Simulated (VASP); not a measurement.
A run of VASP 6.6.1:

INCAR

```
  ALGO = Normal
  EDIFF = 1E-6
  ENCUT = 500
  GGA = PS
  GGA_COMPAT = F
  ISIF = 2
  ISMEAR = -1
  LASPH = T
  LCHARG = F
  LREAL = F
  LWAVE = F
  NBANDS = 13
  NELM = 120
  PREC = Accurate
  SIGMA = 0.1
```

KPOINTS

```
k-points
0
Gamma
  12 12 12
```

Contents of POSCAR:

```
Sn
1.0
    3.2816330000      0.0000000000      0.0000000000
   -1.0938776324      3.0939532757      0.0000000000
   -1.0938776324     -1.5469765652      2.6794421768
Sn
1
Direct
    0.0000000000      0.0000000000      0.0000000000
```

Potentials or basis: VASP PAW PBE potentials, release 64 (Sn_d).

Launch:

```console
$ cat potpaw_PBE.64/Sn_d/POTCAR > POTCAR
$ mpirun -np 1 vasp_std > vasp.out
```

Hardware: 1 thread of Intel Xeon 8259CL (shared host).

How long does it take, and how much memory?

Wall time 12 s on 1 thread of Intel Xeon 8259CL, on a shared host, peak memory 0.15 GiB. Counts: scf iterations 10, k points 72.
